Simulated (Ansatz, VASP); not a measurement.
**Cu: VASP beside Ansatz**

```
Cu
1.0
     0.00000    1.81484    1.81484
     1.81484    0.00000    1.81484
     1.81484    1.81484    0.00000
Cu
1
Direct
  0.00000 0.00000 0.00000
```

Alike in both runs: functional PBE; k mesh 20 × 20 × 20; occupations gaussian, width 0.1 eV; no spin polarisation.

Ansatz relaxed the structure, and its values are those at the end. VASP's run is a single point on that final structure, the one shown.

|  | VASP | Ansatz |
| --- | --- | --- |
| version | VASP 6.6.1 | Ansatz 0.2.0 |
| potentials or method | VASP PAW PBE potentials, release 64 (Cu), cutoff 520 eV | scalar-relativistic, plane waves, PAW |
| valence electrons in the cell | 11 | 19 |

Ansatz gave:

- gap on the k mesh at the Fermi level (eV): none
- pressure (GPa): 0.0

Question: What did VASP give for the same quantities?

Answer: gap on the k mesh at the Fermi level (eV): none; pressure (GPa): 0.6.

A gap of «none» marks a metal or a gap that the smearing closes. The functional is the same, so the differences come from potentials, cutoffs and numerics. VASP's potentials hold 11 valence electrons a cell and Ansatz's 19, so a difference there can come from the potentials and not from the codes.
